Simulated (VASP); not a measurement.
# H6C2O in VASP: a series of runs

Runs on H6C2O. Level: PBE+D3(BJ). Tasks: single point.

Program: VASP 6.6.1. These are calculated values, not measurements. Logs are shortened: lines on timing, memory, paths and dates and some standing lists are left out, and cuts for length are marked.

## Step 1: The cell of the first run

The cell holds a disordered packing, 36 atoms: a = 7.529 Å, b = 7.529 Å, c = 7.529 Å, α = 90.00°, β = 90.00°, γ = 90.00°.

## Step 2: Single point, PBE+D3(BJ)

The input, INCAR:

```
PREC     = Accurate       # precision mode
ENCUT    = 520            # plane-wave cutoff, eV
EDIFF    = 1E-6           # SCF threshold, eV
ISMEAR   = -1             # smearing method
SIGMA    = 0.02           # smearing width, eV
LREAL    = Auto         
LASPH    = True           # aspherical terms in the spheres
NELM     = 80             # most SCF steps
ALGO     = Normal         # electronic algorithm
ISIF     = 2              # what is computed and relaxed
LWAVE    = False          # write WAVECAR
LCHARG   = True           # write CHGCAR
GGA      = PE             # functional
IVDW     = 12             # dispersion correction
LELF     = True           # ELF
LVHAR    = True         
NBANDS   = 64             # bands
```

The input, KPOINTS:

```
regular mesh
0
Gamma
  1 1 1
```

The input, POSCAR:

```
H6C2O
1.0
    7.5290720000      0.0000000000      0.0000000000
    0.0000000000      7.5290720000      0.0000000000
    0.0000000000      0.0000000000      7.5290720000
C O H
8 4 24
Direct
    0.3076341945      0.6362138654      0.6077774260
    0.4955325172      0.5998348800      0.6446611216
    0.9344046650      0.4768582370      0.2133463460
    0.8696158039      0.6389764901      0.3060270907
   -0.0636200584      0.8586981238      0.7621257972
    0.0777253824      0.9872531435      0.8316429966
    0.6315519363      0.1201077636      0.1630612644
    0.4963427100      0.2483174553      0.2705911167
    0.5182444795      0.4396823407      0.7592967633
    0.6965665888      0.7154268149      0.2533645581
   -0.0041306551      1.1013176657      0.9826841874
    0.3266803665      0.2682003838      0.2366559916
    0.6201959551      0.4848539103      0.8205526524
    0.5697116457      0.5644520334      0.5191343634
    0.5645317245      0.7070194043      0.6788353199
    0.2148604768      0.5346608453      0.6550608096
    0.2798884112      0.7654861051      0.6986119936
    0.3113265486      0.6844402604      0.4672554599
    0.7350706701      0.7598014735      0.1393531633
    0.8759246824      0.6108322513      0.4523399431
    0.9805059641      0.7564278838      0.3179940370
    1.0731202996      0.4775887387      0.1566062856
    0.9469294489      0.3511720966      0.3051239250
    0.8444732631      0.4539072013      0.0990427506
    0.0060830870      1.2310680519      0.9558150062
    0.2176629470      0.9534508370      0.9172179520
    0.1184740961      1.1013176657      0.7482197009
   -0.1295777222      0.7427342971      0.8466780501
   -0.1652926151      0.9483904524      0.7105789399
   -0.0108247072      0.7710379181      0.6542904624
    0.2912842380      0.1552382551      0.1697154709
    0.4890244110      0.2329902012      0.4210611879
    0.5514889484      0.3717855268      0.2482643279
    0.5466942008      0.1336818136      0.0411737330
    0.7805610041      0.1383171791      0.1518115380
    0.6239547185     -0.0153936634      0.1709905284
```

Potentials or basis: VASP PAW PBE potentials, release 64 (C, O, H).

Command:

```console
cat potpaw_PBE.64/C/POTCAR potpaw_PBE.64/O/POTCAR potpaw_PBE.64/H/POTCAR > POTCAR
mpirun -np 1 vasp_gam > vasp.out
```

OUTCAR:

```text
PREC = Accurate
   ENCUT = 520
   EDIFF = 1E-6
   ISMEAR = -1
   LREAL = Auto
   LASPH = True
   NELM = 80
   ISIF = 2
   GGA = PE
   IVDW = 12
 IVDW          = 12

 ion  position               nearest neighbor table
   1  0.308  0.636  0.608-  16 1.10  18 1.12  17 1.21   2 1.47
   2  0.496  0.600  0.645-  15 0.99  14 1.13   1 1.47   9 1.49
   3  0.934  0.477  0.213-  24 1.11  22 1.13  23 1.18   4 1.49
   4  0.870  0.639  0.306-  20 1.12  21 1.22  10 1.48   3 1.49
   5  0.936  0.859  0.762-  29 1.09  30 1.12  28 1.19   6 1.53
   6  0.078  0.987  0.832-  27 1.11  26 1.26   5 1.53  11 1.55
   7  0.632  0.120  0.163-  36 1.02  34 1.12  35 1.13   8 1.62
   8  0.496  0.248  0.271-  33 1.03  32 1.14  12 1.31   7 1.62
   9  0.518  0.440  0.759-  13 0.96   2 1.49
  10  0.697  0.715  0.253-  19 0.97   4 1.48
  11  0.996  0.101  0.983-  25 1.00   6 1.55
  12  0.327  0.268  0.237-  31 1.02   8 1.31
  13  0.620  0.485  0.821-   9 0.96
  14  0.570  0.564  0.519-   2 1.13
  15  0.565  0.707  0.679-   2 0.99
  16  0.215  0.535  0.655-   1 1.10
  17  0.280  0.765  0.699-   1 1.21
  18  0.311  0.684  0.467-   1 1.12
[... 16 lines left out ...]
  35  0.781  0.138  0.152-   7 1.13
  36  0.624  0.985  0.171-   7 1.02

  LATTYP: Found a simple cubic cell.
 ALAT       =     7.5290720000

  Lattice vectors:

 A1 = (   7.5290720000,   0.0000000000,   0.0000000000)
 A2 = (   0.0000000000,   7.5290720000,   0.0000000000)
 A3 = (   0.0000000000,   0.0000000000,   7.5290720000)

Analysis of symmetry for initial positions (statically):
=====================================================================
 Subroutine PRICEL returns:
 Original cell was already a primitive cell.

 Routine SETGRP: Setting up the symmetry group for a
 simple cubic supercell.

 Subroutine GETGRP returns: Found  1 space group operations
 (whereof  1 operations were pure point group operations)
 out of a pool of 48 trial point group operations.

The static configuration has the point symmetry C_1 .

Analysis of symmetry for dynamics (positions and initial velocities):
=====================================================================
 Subroutine PRICEL returns:
 Original cell was already a primitive cell.

 Routine SETGRP: Setting up the symmetry group for a
 simple cubic supercell.

 Subroutine GETGRP returns: Found  1 space group operations
 (whereof  1 operations were pure point group operations)
 out of a pool of 48 trial point group operations.

The dynamic configuration has the point symmetry C_1 .

 Subroutine INISYM returns: Found  1 space group operations
 (whereof  1 operations are pure point group operations),
 and found     1 'primitive' translations

----------------------------------------------------------------------------------------

                                     Primitive cell

  volume of cell :     426.7999

  direct lattice vectors                    reciprocal lattice vectors
     7.529072000  0.000000000  0.000000000     0.132818493  0.000000000  0.000000000
     0.000000000  7.529072000  0.000000000     0.000000000  0.132818493  0.000000000
     0.000000000  0.000000000  7.529072000     0.000000000  0.000000000  0.132818493

  length of vectors
     7.529072000  7.529072000  7.529072000     0.132818493  0.132818493  0.132818493

  position of ions in fractional coordinates (direct lattice)
     0.307634194  0.636213865  0.607777426
     0.495532517  0.599834880  0.644661122
     0.934404665  0.476858237  0.213346346
     0.869615804  0.638976490  0.306027091
     0.936379942  0.858698124  0.762125797
     0.077725382  0.987253143  0.831642997
[... 28 lines left out ...]
     0.780561004  0.138317179  0.151811538
     0.623954719  0.984606337  0.170990528

  ion indices of the primitive-cell ions
   primitive index   ion index
                 1           1
                 2           2
                 3           3
                 4           4
                 5           5
                 6           6
[... 28 lines left out ...]
                35          35
                36          36

----------------------------------------------------------------------------------------

 KPOINTS: regular mesh

Automatic generation of k-mesh.
 Grid dimensions read from file:
 generate k-points for:    1    1    1

 Generating k-lattice:

  Cartesian coordinates                     Fractional coordinates (reciprocal lattice)
     0.132818493  0.000000000  0.000000000     1.000000000  0.000000000  0.000000000
     0.000000000  0.132818493  0.000000000     0.000000000  1.000000000  0.000000000
     0.000000000  0.000000000  0.132818493     0.000000000  0.000000000  1.000000000

  Length of vectors
     0.132818493  0.132818493  0.132818493

  Shift w.r.t. Gamma in fractional coordinates (k-lattice)
     0.000000000  0.000000000  0.000000000

 Subroutine IBZKPT returns following result:
 ===========================================

 Found      1 irreducible k-points:

 Following reciprocal coordinates:
            Coordinates               Weight
  0.000000  0.000000  0.000000      1.000000
   k-points           NKPTS =      1   k-points in BZ     NKDIM =      1   number of bands    NBANDS=     64
   number of dos      NEDOS =    301   number of ions     NIONS =     36
   total plane-waves  NPLWV = 175616
   dimension x,y,z NGX =    56 NGY =   56 NGZ =   56
   dimension x,y,z NGXF=   112 NGYF=  112 NGZF=  112
   ions per type =               8   4  24
   NGX,Y,Z   is equivalent  to a cutoff of  12.37, 12.37, 12.37 a.u.
   NGXF,Y,Z  is equivalent  to a cutoff of  24.73, 24.73, 24.73 a.u.
 SYSTEM =  unknown system
   PREC   = accura    normal or accurate (medium, high low for compatibility)
   ISTART =      0    job   : 0-new  1-cont  2-samecut
   ICHARG =      2    charge: 1-file 2-atom 10-const
   ISPIN  =      1    spin polarized calculation?
   LNONCOLLINEAR =      F non collinear calculations
   LSORBIT =      F    spin-orbit coupling
   LASPH  =      T    aspherical Exc in radial PAW
   ENCUT  =  520.0 eV  38.22 Ry    6.18 a.u.  14.00 14.00 14.00*2*pi/ulx,y,z
   NELM   =     80;   NELMIN=  2; NELMDL= -5     # of ELM steps
   EDIFF  = 0.1E-05   stopping-criterion for ELM
   LREAL  =      T    real-space projection
   EDIFFG = 0.1E-04   stopping-criterion for IOM
   NSW    =      0    number of steps for IOM
   IBRION =     -1    ionic relax: 0-MD 1-quasi-New 2-CG
   NFREE  =      0    steps in history (QN), initial steepest desc. (CG)
   ISIF   =      2    stress and relaxation
   ISYM   =      2    0-nonsym 1-usesym 2-fastsym
   POTIM  = 0.5000    time-step for ionic-motion
   TEBEG  =    0.0;   TEEND  =   0.0 temperature during run
   PSTRESS=    0.0 pullay stress
   NELECT =      80.0000    total number of electrons
   NUPDOWN=      -1.0000    fix difference up-down
   EMIN   =  10.00;   EMAX   =-10.00  energy-range for DOS
   EFERMI =   0.00;   METHOD = LEGACY
   ISMEAR =    -1;   SIGMA  =   0.02  broadening in eV -4-tet -1-fermi 0-gaus
   EFERMI_NEDOS =   21; number of points for ismear=-14 and -15
   IALGO  =     38    algorithm
   IMIX   =      4    mixing-type and parameters
     AMIX     =   0.40;   BMIX     =  1.00
     AMIX_MAG =   1.60;   BMIX_MAG =  1.00
  volume/ion in A,a.u.               =      11.86        80.01
  Fermi-wavevector in a.u.,A,eV,Ry     =   0.936907  1.770498 11.943135  0.877796
  Thomas-Fermi vector in A             =   2.063965
   LORBIT       =      0    0 simple, 1 ext, 2 COOP (PROOUT), +10 PAW based schemes
   GGA     = PE    functional components
   LHFCALC =     F    Hartree Fock is set to
   AEXX    =    0.0000 exact exchange contribution
   IVDW    =    12    specifies the selected vdW correction
   LEPSILON=     F    determine dielectric tensor
   LRPA    =     F    only Hartree local field effects (RPA)
 non-spin polarized calculation
  energy-cutoff  :      520.00
  volume of cell :      426.80
 maximum number of plane-waves:      5730
 NGX is ok and might be reduce to    54
   NGX = 27   NGY = 27   NGZ = 27

 number of electron      79.9999992 magnetization

 Free energy of the ion-electron system (eV)
  ---------------------------------------------------
  ext. energy  EPLUGINS =         0.00000000
  ---------------------------------------------------
  free energy    TOTEN  =      -182.59775713 eV

  energy without entropy =     -182.59775713  energy(sigma->0) =     -182.59775713

 E-fermi :  -2.0044     XC(G=0):  -6.1373

 val. band max:       -2.5543029145   @ k =   0.0000   0.0000   0.0000
 cond. band min:       1.2127336288   @ k =   0.0000   0.0000   0.0000
 fundamental gap:      3.7670365433
 Fermi energy:        -2.0043962858

 k-point     1 :       0.0000    0.0000    0.0000
  band No.  band energies     occupation
      1     -23.3299      2.00000
      2     -22.7899      2.00000
      3     -22.3627      2.00000
      4     -21.9487      2.00000
      5     -16.0405      2.00000
      6     -15.8596      2.00000
[... 44 lines left out ...]
     51       4.3608      0.00000
     52       4.4924      0.00000
 [bands above 52 left out]

------------------------ aborting loop because EDIFF is reached ----------------------------------------

 Edisp (eV)   -1.20843

 E8    (eV) :    -0.2666

  FORCE on cell =-STRESS in cart. coord.  units (eV):
  Direction    XX          YY          ZZ          XY          YZ          ZX
  --------------------------------------------------------------------------------------
  -------------------------------------------------------------------------------------
  Total      -0.64950    -5.24709    -1.79109     1.96501    -0.89689     3.79088
  in kB      -2.43818   -19.69722    -6.72364     7.37650    -3.36685    14.23071
  external pressure =       -9.62 kB  Pullay stress =        0.00 kB

 VOLUME and BASIS-vectors are now :
 -----------------------------------------------------------------------------
  energy-cutoff  :      520.00
  volume of cell :      426.80
      direct lattice vectors                 reciprocal lattice vectors
     7.529072000  0.000000000  0.000000000     0.132818493  0.000000000  0.000000000
     0.000000000  7.529072000  0.000000000     0.000000000  0.132818493  0.000000000
     0.000000000  0.000000000  7.529072000     0.000000000  0.000000000  0.132818493

 POSITION                                       TOTAL-FORCE (eV/Angst)
 -----------------------------------------------------------------------------------
      2.31620      4.79010      4.57600        -0.468954      3.676271      1.212710
      3.73090      4.51620      4.85370        -0.188502     -5.654141     -2.837619
      7.03520      3.59030      1.60630         1.112288     -2.204165     -0.516466
      6.54740      4.81090      2.30410         1.932223      2.654560      2.752178
      7.05007      6.46520      5.73810         0.318559     -1.598138      0.091573
      0.58520      7.43310      6.26150         1.882435      1.837528      3.942774
[... 28 lines left out ...]
      5.87690      1.04140      1.14300        -1.518490      0.903399     -0.036378
      4.69780      7.41317      1.28740        -0.718388     -2.854558      1.499591
 -----------------------------------------------------------------------------------
    total drift:                               -0.000279     -0.034109     -0.022129

  FREE ENERGIE OF THE ION-ELECTRON SYSTEM (eV)
  ---------------------------------------------------
  free  energy   TOTEN  =      -183.8061889590 eV

  energy  without entropy=     -183.8061889590  energy(sigma->0) =     -183.80618896
```

Run time: 54 s. Hardware: 1 thread of Intel Xeon Platinum 8488C (Sapphire Rapids), shared host; peak memory 0.38 GiB.

Results:

- Free energy: -183.8062 eV
- Pressure: -1.0 GPa
- Largest force: 7.269 eV/Å
- Band gap on the k mesh: 3.77 eV
- Dispersion energy per atom: -0.034 eV

Forces on the atoms (eV/Å):
```
C   -0.469  3.676  1.213
C   -0.189 -5.654 -2.838
C    1.112 -2.204 -0.516
C    1.932  2.655  2.752
C    0.319 -1.598  0.092
C    1.882  1.838  3.943
C   -2.182  2.573 -0.971
C    5.358 -1.668  4.239
O   -0.204  1.659 -0.310
O    1.800 -1.340  0.460
O   -0.012  0.129 -0.523
O   -5.394 -2.744 -4.027
H    0.753 -0.680  1.069
H   -0.685 -0.074  0.298
H    2.114  3.512  2.213
H    0.046 -0.167 -0.692
H   -0.102 -1.963 -1.510
H   -1.097 -0.513  0.517
H   -0.525  0.497 -0.613
H   -1.092 -0.013 -0.565
H   -1.608 -1.451 -1.026
H   -0.706  0.642  0.359
H   -0.749  1.516 -1.189
H    0.059 -0.471  0.291
H    0.037 -1.330 -0.033
H   -2.591 -0.553 -2.197
H   -0.061 -1.123 -0.958
H    1.085  2.138 -0.218
H   -0.423 -0.300 -0.165
H   -0.079  0.903  0.091
H   -0.443  1.696  0.867
H    1.429 -0.405 -0.472
H    1.486  2.414 -0.199
H    1.433  0.356 -0.843
H   -1.518  0.903 -0.036
H   -0.718 -2.855  1.500
```

Stress tensor (GPa, compression positive):
```
-0.24  0.74  1.42
 0.74 -1.97 -0.34
 1.42 -0.34 -0.67
```

Levels at points of the mesh, in eV from the valence-band top:
```
           k point  band 36  band 37  band 38  band 39  band 40  band 41  band 42  band 43  band 44  band 45
(0.00, 0.00, 0.00)    -1.69    -1.15    -0.97    -0.52     0.00     3.77     4.63     4.97     5.56     5.79
```

Caveat: the k points lie up to 0.83 Å⁻¹ apart.

## Step 3: Single point, PBE+D3(BJ)

The input, INCAR:

```
SYSTEM = H6C2O
PREC     = Accurate       ! precision mode
ENCUT    = 520            ! plane-wave cutoff, eV
EDIFF    = 1E-6           ! SCF threshold, eV
ISMEAR   = -1             ! smearing method
SIGMA    = 0.02           ! smearing width, eV
LREAL    = Auto         
LASPH    = .True.         ! aspherical terms in the spheres
NELM     = 100            ! most SCF steps
ALGO     = Normal         ! electronic algorithm
ISIF     = 2              ! what is computed and relaxed
LWAVE    = .False.        ! write WAVECAR
LCHARG   = .False.        ! write CHGCAR
GGA      = PE             ! functional
IVDW     = 12             ! dispersion correction
NBANDS   = 64             ! bands
```

The input, KPOINTS:

```
Automatic mesh
0
Gamma
  1 1 1
  0 0 0
```

The input, POSCAR:

```
H6C2O
1.0
    7.5290720000      0.0000000000      0.0000000000
    0.0000000000      7.5290720000      0.0000000000
    0.0000000000      0.0000000000      7.5290720000
C O H
8 4 24
Direct
    0.3389660771      0.6779188723      0.6404242116
    0.5436128118      0.6221483869      0.6646104593
    0.9803333000      0.4659007113      0.2012200176
    0.8977600427      0.6581289168      0.2551177622
   -0.0850038358      0.9112012742      0.7576763776
    0.0232166727      1.0701186016      0.8090505709
    0.5926493996      0.1387156345      0.1751875928
    0.5593252396      0.2920280215      0.2934890249
    0.5338373707      0.4389784027      0.7271679697
    0.7232099786      0.6785298374      0.1842059685
   -0.0017930497      1.1077460808      0.9834545346
    0.3421802846      0.2844706492      0.3039816859
    0.6548615819      0.3926645940      0.7708519722
    0.6264649880      0.6401851384      0.5546765923
    0.6322027469      0.7290805560      0.7326268098
    0.2905537362      0.5720625331      0.5430151286
    0.2445985375      0.6781048182      0.7686737489
    0.3464171946      0.8087450884      0.5772291725
    0.7528152208      0.6630033555      0.0534195981
    0.8862313974      0.6442361024      0.4145397999
    0.9962183919      0.7708652540      0.2438016265
    1.1032568157      0.4949879613      0.1199350996
    1.0048250302      0.3787186522      0.3276499415
    0.8927262218      0.4254441982      0.1002115533
    0.1080744081      1.1304978887      1.0528256338
    0.1536178695      1.0367545961      0.7916646301
   -0.0283169028      1.1827088385      0.7399451088
   -0.0573510255      0.8027549743      0.8243911069
   -0.2392990796      0.9249081427      0.7681291931
   -0.0474294840      0.8786740252      0.6140863044
    0.3123359692      0.1719733853      0.3422334120
    0.6147503969      0.3147399839      0.4316866674
    0.5191343634      0.4004876033      0.2066124484
    0.5689280166      0.1850427251      0.0362196032
    0.7322947636      0.1153794252      0.1510810363
    0.5323498035      0.0144904976      0.1979394008
```

Potentials or basis: VASP PAW PBE potentials, release 64 (C, O, H).

Command:

```console
cat potpaw_PBE.64/C/POTCAR potpaw_PBE.64/O/POTCAR potpaw_PBE.64/H/POTCAR > POTCAR
mpirun -np 1 vasp_gam > vasp.out
```

Run time: 47 s. Hardware: 1 thread of Intel Xeon Platinum 8488C (Sapphire Rapids), shared host; peak memory 0.38 GiB.

Results (log left out):

```
Free energy                : -184.4454 eV
Pressure                   : -0.6 GPa
Largest force              : 5.914 eV/Å
Band gap on the k mesh     : 4.36 eV
Dispersion energy per atom : -0.033 eV
```

Forces on the atoms (eV/Å):
```
C    0.842 -1.302  0.345
C   -1.577  0.944  2.322
C    1.543  2.543  1.281
C    1.034 -1.950  3.823
C   -2.653  3.080 -4.295
C   -2.255 -0.655 -0.233
C    2.179  1.240 -1.907
C   -4.371  0.092 -0.100
O    2.406 -0.001  0.846
O    1.407  0.357 -1.897
O    0.090  0.685  4.227
O    1.507  2.344  0.115
H   -1.821  0.955 -0.758
H    0.152 -0.721 -2.890
H   -1.483 -1.330  1.281
H   -0.017  1.075  0.729
H    1.916 -0.018 -1.810
H   -0.545  0.117 -0.050
H   -1.085  0.385  1.365
H   -0.297  0.501 -2.254
H   -0.808 -0.368 -0.669
H   -0.238 -0.548  1.056
H   -0.355  0.889 -2.147
H   -1.251 -1.495 -0.578
H   -0.701 -0.039 -0.802
H    3.002 -0.216 -1.189
H    0.276  0.973 -1.374
H    1.427 -4.205  2.962
H    1.832  0.387 -0.225
H   -0.681  0.251  0.896
H   -0.650 -2.857  1.173
H   -0.357 -0.282 -1.247
H    2.213  1.157  0.384
H   -0.849 -0.333  0.384
H    0.934 -0.413  0.643
H   -0.766 -1.243  0.590
```

Stress tensor (GPa, compression positive):
```
-2.91 -0.23 -0.47
-0.23  1.56 -0.38
-0.47 -0.38 -0.59
```

Levels at points of the mesh, in eV from the valence-band top:
```
           k point  band 37  band 38  band 39  band 40  band 41  band 42  band 43  band 44
(0.00, 0.00, 0.00)    -0.27    -0.22    -0.16     0.00     4.36     5.37     5.99     6.25
```

Caveat: the k points lie up to 0.83 Å⁻¹ apart.

(Continued in part 2 of 2.)
